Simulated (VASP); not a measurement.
# MgO (Imm2) in VASP: further runs

Runs on MgO. Level: r2SCAN. Tasks: single point.

Everything below comes from runs of VASP 6.6.1. Logs are shortened: lines on timing, memory, paths and dates and some standing lists are left out, and cuts for length are marked.

## Step 1: The cell of the first run

Symmetry: Imm2, No. 44, orthorhombic system. Conventional cell: a = 3.020 Å, b = 4.270 Å, c = 3.020 Å, α = 90.00°, β = 90.00°, γ = 90.00°. Within 2.7 Å of Mg (site symmetry mm2) lie 6 O at 2.07 to 2.21 Å. O (site symmetry mm2) has 6 Mg at 2.07 to 2.21 Å within 2.7 Å.

## Step 2: Single point, r2SCAN (all O atoms moved -0.100 Å, as atom 2 along Cartesian [1 1 0])

POSCAR reads:

```
MgO
1.0
    0.0000000000      2.1351500000      2.1351500000
    2.1351500000      0.0000000000      2.1351500000
    2.1351500000      2.1351500000      0.0000000000
Mg O
1 1
Direct
    0.0000000000      0.0000000000      0.0000000000
    0.5000000000      0.5000000000      0.4668825712
```

INCAR.step1 reads:

```
PREC = Accurate ; ENCUT = 520
ISMEAR = 0 ; SIGMA = 0.05
LREAL = False ; LASPH = True
NELM = 100 ; NBANDS = 11
GGA = PE ; ALGO = Normal
EDIFF = 1E-4 ; LWAVE = True
LCHARG = False
```

INCAR.step2 reads:

```
PREC = Accurate ; ENCUT = 520
EDIFF = 1E-7 ; ISMEAR = 0
SIGMA = 0.05 ; LREAL = False
LASPH = True ; NELM = 100
ALGO = Normal ; ISIF = 2
LWAVE = False ; LCHARG = False
METAGGA = R2SCAN ; LMIXTAU = True
NBANDS = 11 ; ISTART = 1
```

KPOINTS reads:

```
Automatic mesh
0
Gamma
  10 10 10
```

Potentials or basis: VASP PAW PBE potentials, release 64 (Mg, O).

Run with:

```
> cat potpaw_PBE.64/Mg/POTCAR potpaw_PBE.64/O/POTCAR > POTCAR
> cp INCAR.step1 INCAR
> mpirun -np 1 vasp_std > vasp.out
> cp INCAR.step2 INCAR
> mpirun -np 1 vasp_std > vasp.out
```

OUTCAR:

```text
PREC = Accurate
   ENCUT = 520
   EDIFF = 1E-7
   ISMEAR = 0
   LREAL = False
   LASPH = True
   NELM = 100
   ISIF = 2
   METAGGA = R2SCAN
   ISTART = 1

 ion  position               nearest neighbor table
   1  0.000  0.000  0.000-   2 2.07   2 2.07   2 2.14   2 2.14   2 2.21   2 2.21
   2  0.500  0.500  0.467-   1 2.07   1 2.07   1 2.14   1 2.14   1 2.21   1 2.21

  LATTYP: Found a face centered cubic cell.
 ALAT       =     4.2703000000

  Lattice vectors:

 A1 = (   0.0000000000,   2.1351500000,   2.1351500000)
 A2 = (   2.1351500000,   0.0000000000,   2.1351500000)
 A3 = (   2.1351500000,   2.1351500000,   0.0000000000)

Analysis of symmetry for initial positions (statically):
=====================================================================
 Subroutine PRICEL returns:
 Original cell was already a primitive cell.

 Routine SETGRP: Setting up the symmetry group for a
 face centered cubic supercell.

 Subroutine GETGRP returns: Found  4 space group operations
 (whereof  4 operations were pure point group operations)
 out of a pool of 48 trial point group operations.

The static configuration has the point symmetry C_2v.

Analysis of symmetry for dynamics (positions and initial velocities):
=====================================================================
 Subroutine PRICEL returns:
 Original cell was already a primitive cell.

 Routine SETGRP: Setting up the symmetry group for a
 face centered cubic supercell.

 Subroutine GETGRP returns: Found  4 space group operations
 (whereof  4 operations were pure point group operations)
 out of a pool of 48 trial point group operations.

The dynamic configuration has the point symmetry C_2v.

 Subroutine INISYM returns: Found  4 space group operations
 (whereof  4 operations are pure point group operations),
 and found     1 'primitive' translations

----------------------------------------------------------------------------------------

                                     Primitive cell

  volume of cell :      19.4677

  direct lattice vectors                    reciprocal lattice vectors
     0.000000000  2.135150000  2.135150000    -0.234175585  0.234175585  0.234175585
     2.135150000  0.000000000  2.135150000     0.234175585 -0.234175585  0.234175585
     2.135150000  2.135150000  0.000000000     0.234175585  0.234175585 -0.234175585

  length of vectors
     3.019558088  3.019558088  3.019558088     0.405604011  0.405604011  0.405604011

  position of ions in fractional coordinates (direct lattice)
     0.000000000  0.000000000  0.000000000
     0.500000000  0.500000000  0.466882571

  ion indices of the primitive-cell ions
   primitive index   ion index
                 1           1
                 2           2

----------------------------------------------------------------------------------------

 KPOINTS: Automatic mesh

Automatic generation of k-mesh.
 Grid dimensions read from file:
 generate k-points for:   10   10   10

 Generating k-lattice:

  Cartesian coordinates                     Fractional coordinates (reciprocal lattice)
    -0.023417558  0.023417558  0.023417558     0.100000000  0.000000000  0.000000000
     0.023417558 -0.023417558  0.023417558     0.000000000  0.100000000  0.000000000
     0.023417558  0.023417558 -0.023417558     0.000000000  0.000000000  0.100000000

  Length of vectors
     0.040560401  0.040560401  0.040560401

  Shift w.r.t. Gamma in fractional coordinates (k-lattice)
     0.000000000  0.000000000  0.000000000

 Subroutine IBZKPT returns following result:
 ===========================================

 Found    171 irreducible k-points:

 Following reciprocal coordinates:
            Coordinates               Weight
  0.000000  0.000000  0.000000      1.000000
  0.100000  0.000000  0.000000      4.000000
  0.000000  0.000000  0.100000      4.000000
  0.200000  0.000000  0.000000      4.000000
  0.000000  0.000000  0.200000      4.000000
  0.300000  0.000000  0.000000      4.000000
[... 16 lines left out ...]
  0.000000  0.400000  0.100000      8.000000
  0.100000  0.000000  0.400000      8.000000
 [... further k-points ...]
   k-points           NKPTS =    171   k-points in BZ     NKDIM =    171   number of bands    NBANDS=     11
   number of dos      NEDOS =    301   number of ions     NIONS =      2
   total plane-waves  NPLWV =  13824
   dimension x,y,z NGX =    24 NGY =   24 NGZ =   24
   dimension x,y,z NGXF=    48 NGYF=   48 NGZF=   48
   ions per type =               1   1
   NGX,Y,Z   is equivalent  to a cutoff of  13.21, 13.21, 13.21 a.u.
   NGXF,Y,Z  is equivalent  to a cutoff of  26.43, 26.43, 26.43 a.u.
 SYSTEM =  unknown system
   PREC   = accura    normal or accurate (medium, high low for compatibility)
   ISTART =      1    job   : 0-new  1-cont  2-samecut
   ICHARG =      0    charge: 1-file 2-atom 10-const
   ISPIN  =      1    spin polarized calculation?
   LNONCOLLINEAR =      F non collinear calculations
   LSORBIT =      F    spin-orbit coupling
   LASPH  =      T    aspherical Exc in radial PAW
   ENCUT  =  520.0 eV  38.22 Ry    6.18 a.u.   5.61  5.61  5.61*2*pi/ulx,y,z
   NELM   =    100;   NELMIN=  2; NELMDL=  0     # of ELM steps
   EDIFF  = 0.1E-06   stopping-criterion for ELM
   LREAL  =      F    real-space projection
   EDIFFG = 0.1E-05   stopping-criterion for IOM
   NSW    =      0    number of steps for IOM
   IBRION =     -1    ionic relax: 0-MD 1-quasi-New 2-CG
   NFREE  =      0    steps in history (QN), initial steepest desc. (CG)
   ISIF   =      2    stress and relaxation
   ISYM   =      2    0-nonsym 1-usesym 2-fastsym
   POTIM  = 0.5000    time-step for ionic-motion
   TEBEG  =    0.0;   TEEND  =   0.0 temperature during run
   PSTRESS=    0.0 pullay stress
   NELECT =       8.0000    total number of electrons
   NUPDOWN=      -1.0000    fix difference up-down
   EMIN   =  10.00;   EMAX   =-10.00  energy-range for DOS
   EFERMI =   0.00;   METHOD = LEGACY
   ISMEAR =     0;   SIGMA  =   0.05  broadening in eV -4-tet -1-fermi 0-gaus
   EFERMI_NEDOS =   21; number of points for ismear=-14 and -15
   IALGO  =     38    algorithm
   IMIX   =      4    mixing-type and parameters
     AMIX     =   0.40;   BMIX     =  1.00
     AMIX_MAG =   1.60;   BMIX_MAG =  1.00
  volume/ion in A,a.u.               =       9.73        65.69
  Fermi-wavevector in a.u.,A,eV,Ry     =   1.217119  2.300022 20.155386  1.481379
  Thomas-Fermi vector in A             =   2.352450
   LORBIT       =      0    0 simple, 1 ext, 2 COOP (PROOUT), +10 PAW based schemes
   METAGGA = R2SCAN    functional components
   LHFCALC =     F    Hartree Fock is set to
   AEXX    =    0.0000 exact exchange contribution
   IVDW    =     0    specifies the selected vdW correction
   LEPSILON=     F    determine dielectric tensor
   LRPA    =     F    only Hartree local field effects (RPA)
 non-spin polarized calculation
 Gauss-broadening in eV      SIGMA  =   0.05
  energy-cutoff  :      520.00
  volume of cell :       19.47
 maximum number of plane-waves:       544
   NGX = 11   NGY = 11   NGZ = 11

 number of electron       8.0000000 magnetization

 Free energy of the ion-electron system (eV)
  ---------------------------------------------------
  ext. energy  EPLUGINS =         0.00000000
  ---------------------------------------------------
  free energy    TOTEN  =       -16.11320289 eV

  energy without entropy =      -16.11320289  energy(sigma->0) =      -16.11320289

 E-fermi :   2.8011     XC(G=0): -11.3802

 val. band max:        2.4741938163   @ k =   0.0000   0.0000   0.0000
 cond. band min:       7.6671244222   @ k =   0.0000   0.0000   0.0000
 fundamental gap:      5.1929306059
 Fermi energy:         2.8010667144

 k-point     1 :       0.0000    0.0000    0.0000
  band No.  band energies     occupation
      1     -15.5198      2.00000
      2       2.4571      2.00000
      3       2.4727      2.00000
      4       2.4742      2.00000
      5       7.6671      0.00000
      6      19.0667      0.00000
      7      19.1061      0.00000
      8      19.1271      0.00000
      9      23.0723      0.00000
     10      24.8341      0.00000
     11      24.8475      0.00000

 k-point     2 :       0.1000    0.0000    0.0000
  band No.  band energies     occupation
      1     -15.4237      2.00000
      2       1.8431      2.00000
      3       2.4040      2.00000
      4       2.4161      2.00000
      5       8.2809      0.00000
      6      17.8303      0.00000
      7      19.3245      0.00000
      8      19.3655      0.00000
      9      24.0550      0.00000
     10      24.0606      0.00000
     11      24.7135      0.00000

 k-point     3 :       0.0000    0.0000    0.1000
  band No.  band energies     occupation
      1     -15.4237      2.00000
      2       1.8551      2.00000
      3       2.3931      2.00000
      4       2.4112      2.00000
      5       8.2837      0.00000
      6      17.8652      0.00000
      7      19.3010      0.00000
      8      19.3497      0.00000
      9      24.0496      0.00000
     10      24.0727      0.00000
     11      24.7164      0.00000

 k-point     4 :       0.2000    0.0000    0.0000
  band No.  band energies     occupation
      1     -15.1606      2.00000
      2       0.5762      2.00000
      3       2.2426      2.00000
      4       2.2551      2.00000
      5       9.4946      0.00000
      6      16.2974      0.00000
      7      19.7702      0.00000
      8      19.7996      0.00000
      9      23.3573      0.00000
     10      23.3913      0.00000
     11      25.5403      0.00000

 k-point     5 :       0.0000    0.0000    0.2000
  band No.  band energies     occupation
      1     -15.1605      2.00000
      2       0.5840      2.00000
      3       2.2305      2.00000
      4       2.2490      2.00000
      5       9.5022      0.00000
      6      16.3262      0.00000
      7      19.7576      0.00000
      8      19.7996      0.00000
      9      23.3546      0.00000
     10      23.3675      0.00000
     11      25.5371      0.00000
[... 211 lines left out ...]
 k-point    21 :       0.1000    0.1000   -0.2000
  band No.  band energies     occupation
      1     -14.8677      2.00000
      2      -0.3117      2.00000
      3       1.9436      2.00000
      4       1.9551      2.00000
      5      10.6294      0.00000
      6      15.4064      0.00000
      7      19.3260      0.00000
      8      20.0076      0.00000
      9      22.1661      0.00000
     10      25.0593      0.00000
     11      26.4358      0.00000

 k-point    22 :       0.4000    0.1000    0.0000
  band No.  band energies     occupation
      1     -14.5441      2.00000
      2      -1.2833      2.00000
      3       1.7029      2.00000
      4       1.8299      2.00000
      5      11.2752      0.00000
      6      15.3350      0.00000
      7      18.6463      0.00000
      8      20.0353      0.00000
      9      23.3787      0.00000
     10      25.6855      0.00000
     11      26.2064      0.00000

 k-point    23 :       0.0000    0.4000    0.1000
  band No.  band energies     occupation
      1     -14.5442      2.00000
      2      -1.2818      2.00000
      3       1.7129      2.00000
      4       1.8206      2.00000
      5      11.2702      0.00000
      6      15.3331      0.00000
      7      18.7204      0.00000
      8      19.9210      0.00000
      9      23.4549      0.00000
     10      25.7819      0.00000
     11      26.0604      0.00000

 k-point    24 :       0.1000    0.0000    0.4000
  band No.  band energies     occupation
      1     -14.5438      2.00000
      2      -1.2790      2.00000
      3       1.6955      2.00000
      4       1.8179      2.00000
      5      11.2848      0.00000
      6      15.3580      0.00000
      7      18.7307      0.00000
      8      19.9411      0.00000
      9      23.3787      0.00000
     10      25.7856      0.00000
     11      26.0620      0.00000

 [... further k-points ...]
[... 5 lines left out ...]
  --------------------------------------------------------------------------------------
  -------------------------------------------------------------------------------------
  Total       -0.8275943     -0.8275943     -1.0149097     -0.0223326      0.0000000      0.0000000
  in kB      -68.1103147    -68.1103147    -83.5262161     -1.8379555      0.0000000      0.0000000
  external PRESSURE =     -73.2489485 kB  Pullay stress =       0.0000000 kB

 VOLUME and BASIS-vectors are now :
 -----------------------------------------------------------------------------
  energy-cutoff  :      520.00
  volume of cell :       19.47
      direct lattice vectors                 reciprocal lattice vectors
     0.000000000  2.135150000  2.135150000    -0.234175585  0.234175585  0.234175585
     2.135150000  0.000000000  2.135150000     0.234175585 -0.234175585  0.234175585
     2.135150000  2.135150000  0.000000000     0.234175585  0.234175585 -0.234175585

 POSITION                                       TOTAL-FORCE (eV/Angst)
 -----------------------------------------------------------------------------------
      0.00000      0.00000      0.00000        -0.322520     -0.322520     -0.000000
      2.06444      2.06444      2.13515         0.322520      0.322520      0.000000
 -----------------------------------------------------------------------------------
    total drift:                                0.001595      0.001595      0.000003

  FREE ENERGIE OF THE ION-ELECTRON SYSTEM (eV)
  ---------------------------------------------------
  free  energy   TOTEN  =       -16.1132028882 eV

  energy  without entropy=      -16.1132028882  energy(sigma->0) =      -16.11320289
```

Run time: 58 s. Hardware: 1 thread of Intel Xeon 6975P-C (Granite Rapids), shared host; peak memory 0.17 GiB.

What came out:

| Property | Result |
| --- | --- |
| Free energy | -16.1132 eV |
| Pressure | -7.3 GPa |
| Largest force | 0.456 eV/Å |
| Band gap on the k mesh | 5.19 eV, direct |

Forces on the atoms (eV/Å):
```
Mg  -0.323 -0.323  0.000
O    0.323  0.323  0.000
```

Levels at points of the mesh, in eV from the valence-band top:
```
           k point  band 1  band 2  band 3  band 4  band 5  band 6  band 7  band 8
(0.00, 0.00, 0.00)  -17.99   -0.02    0.00    0.00    5.19   16.59   16.63   16.65
(0.50, 0.00, 0.00)  -16.85   -4.42   -0.62   -0.61    8.52   13.26   16.97   17.05
(0.00, 0.00, 0.50)  -16.85   -4.42   -0.64   -0.62    8.54   13.29   16.98   17.02
(0.50, 0.50, 0.00)  -16.61   -3.93   -1.33   -1.31   10.00   10.56   13.84   19.69
(0.00, 0.50, 0.50)  -16.61   -3.92   -1.32   -1.31    9.99   10.55   13.85   19.72
```

Caveat: the cell differs from its parent crystal (all O atoms moved -0.100 Å, as atom 2 along Cartesian [1 1 0]); the PAW data sets were made with another functional, which shifts forces and pressure a little.

## Step 3: Single point, r2SCAN (all O atoms moved +0.075 Å, as atom 2 along Cartesian [1 1 0])

Edit POSCAR of step 2 so:

```diff
@@ -9,2 +9,2 @@
     0.0000000000      0.0000000000      0.0000000000
-    0.5000000000      0.5000000000      0.4668825712
+    0.5000000000      0.5000000000      0.5248380716
```

INCAR.step1 reads:

```
SYSTEM = MgO
PREC     = Accurate       ! precision mode
ENCUT    = 520            ! plane-wave cutoff, eV
ISMEAR   = 0              ! smearing method
SIGMA    = 0.05           ! smearing width, eV
LREAL    = .False.        ! projectors in reciprocal space
LASPH    = .True.         ! aspherical terms in the spheres
NELM     = 100            ! most SCF steps
NBANDS   = 11             ! bands
GGA      = PE             ! functional
ALGO     = Normal         ! electronic algorithm
EDIFF    = 1E-4           ! SCF threshold, eV
LWAVE    = .True.         ! write WAVECAR
LCHARG   = .False.        ! write CHGCAR
```

INCAR.step2 reads:

```
SYSTEM = MgO
PREC     = Accurate       ! precision mode
ENCUT    = 520            ! plane-wave cutoff, eV
EDIFF    = 1E-6           ! SCF threshold, eV
ISMEAR   = 0              ! smearing method
SIGMA    = 0.05           ! smearing width, eV
LREAL    = .False.        ! projectors in reciprocal space
LASPH    = .True.         ! aspherical terms in the spheres
NELM     = 100            ! most SCF steps
ALGO     = Normal         ! electronic algorithm
ISIF     = 2              ! what is computed and relaxed
LWAVE    = .False.        ! write WAVECAR
LCHARG   = .False.        ! write CHGCAR
METAGGA  = R2SCAN         ! meta-GGA
LMIXTAU  = .True.       
NBANDS   = 11             ! bands
ISTART   = 1
```

KPOINTS reads:

```
Automatic mesh
0
Gamma
  10 10 10
  0 0 0
```

Potentials or basis: VASP PAW PBE potentials, release 64 (Mg, O).

Run with:

```
> cat potpaw_PBE.64/Mg/POTCAR potpaw_PBE.64/O/POTCAR > POTCAR
> cp INCAR.step1 INCAR
> mpirun -np 1 vasp_std > vasp.out
> cp INCAR.step2 INCAR
> mpirun -np 1 vasp_std > vasp.out
```

Run time: 46 s. Hardware: 1 thread of Intel Xeon 6975P-C (Granite Rapids), shared host; peak memory 0.17 GiB.

It converged, with:

```
Free energy            : -16.1232 eV
Pressure               : -7.7 GPa
Largest force          : 0.340 eV/Å
Band gap on the k mesh : 5.19 eV, direct
```

Forces on the atoms (eV/Å):
```
Mg   0.241  0.241  0.000
O   -0.241 -0.241  0.000
```

Stress tensor (GPa, compression positive):
```
-7.42 -0.10  0.00
-0.10 -7.42  0.00
 0.00  0.00 -8.28
```

Levels at points of the mesh, in eV from the valence-band top:
```
           k point  band 1  band 2  band 3  band 4  band 5  band 6  band 7  band 8
(0.00, 0.00, 0.00)  -17.99   -0.01    0.00    0.00    5.19   16.59   16.61   16.62
(0.50, 0.00, 0.00)  -16.85   -4.43   -0.63   -0.62    8.52   13.28   16.98   17.02
(0.00, 0.00, 0.50)  -16.85   -4.43   -0.63   -0.62    8.54   13.30   16.98   17.01
(0.50, 0.50, 0.00)  -16.61   -3.93   -1.32   -1.31    9.99   10.58   13.84   19.70
(0.00, 0.50, 0.50)  -16.61   -3.93   -1.32   -1.31    9.98   10.57   13.84   19.72
```

Caveat: the cell differs from its parent crystal (all O atoms moved +0.075 Å, as atom 2 along Cartesian [1 1 0]); the PAW data sets were made with another functional, which shifts forces and pressure a little.
